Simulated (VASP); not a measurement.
Input of a VASP 6.6.1 run:

File INCAR:

```
PREC     = Accurate       # precision mode
ENCUT    = 520            # plane-wave cutoff, eV
EDIFF    = 1E-7           # SCF threshold, eV
ISMEAR   = 0              # smearing method
SIGMA    = 0.1            # smearing width, eV
LREAL    = F              # projectors in reciprocal space
LASPH    = T              # aspherical terms in the spheres
NELM     = 150            # most SCF steps
ALGO     = Normal         # electronic algorithm
ISIF     = 2              # what is computed and relaxed
LWAVE    = F              # write WAVECAR
LCHARG   = F              # write CHGCAR
ISPIN    = 2              # spin polarisation
MAGMOM   = 2 2 2 2 2 2 0 0 0 0 # initial moments
LORBIT   = 11             # projections on sites
LMAXMIX  = 4              # l up to which the mixer works
GGA      = PE             # functional
NBANDS   = 65             # bands
```

The input KPOINTS:

```
regular mesh
0
Gamma
  6 6 1
```

File POSCAR:

```
Ni3Pt2
1.0
    2.6109843100      0.0000000000      0.0000000000
   -1.3054921600      2.2611787400      0.0000000000
    0.0000000000      0.0000000000     21.1203828700
Ni Pt
6 4
Direct
    0.3333333300      0.6666666700      0.9000000000
    0.3333333300      0.6666666700      0.1000000000
    0.3333333300      0.6666666700      0.5000000000
    0.6666666700      0.3333333300      0.8000000000
    0.6666666700      0.3333333300      0.0000000000
    0.6666666700      0.3333333300      0.2000000000
    0.3333333300      0.6666666700      0.7000000000
    0.3333333300      0.6666666700      0.3000000000
    0.6666666700      0.3333333300      0.4000000000
    0.6666666700      0.3333333300      0.6000000000
```

Potentials or basis: VASP PAW PBE potentials, release 64 (Ni, Pt).

Command:

```console
$ cat potpaw_PBE.64/Ni/POTCAR potpaw_PBE.64/Pt/POTCAR > POTCAR
$ mpirun -np 1 vasp_std > vasp.out
```

Predict the net moment.

4.90 μB per cell.

Predict the largest force.

3.695 eV/Å.

What does it give for the pressure?

22.4 GPa.

Predict the site moments.

Ni +0.68, +0.71, +0.73 (each value once); Pt +0.21, +0.18 (each value once) μB.

Forces in eV/Å, atoms in the order of the input:
```
Ni   0.000  0.000  0.054
Ni   0.000  0.000 -0.054
Ni   0.000  0.000  0.000
Ni   0.000  0.000  1.242
Ni   0.000  0.000  0.000
Ni   0.000  0.000 -1.242
Pt   0.000  0.000  3.695
Pt   0.000  0.000 -3.695
Pt   0.000  0.000  3.631
Pt   0.000  0.000 -3.631
```

Caveat: the k points lie up to 0.46 Å⁻¹ apart; forces of over 1 eV/Å act on the atoms, so gaps and moduli don't describe the material at rest.
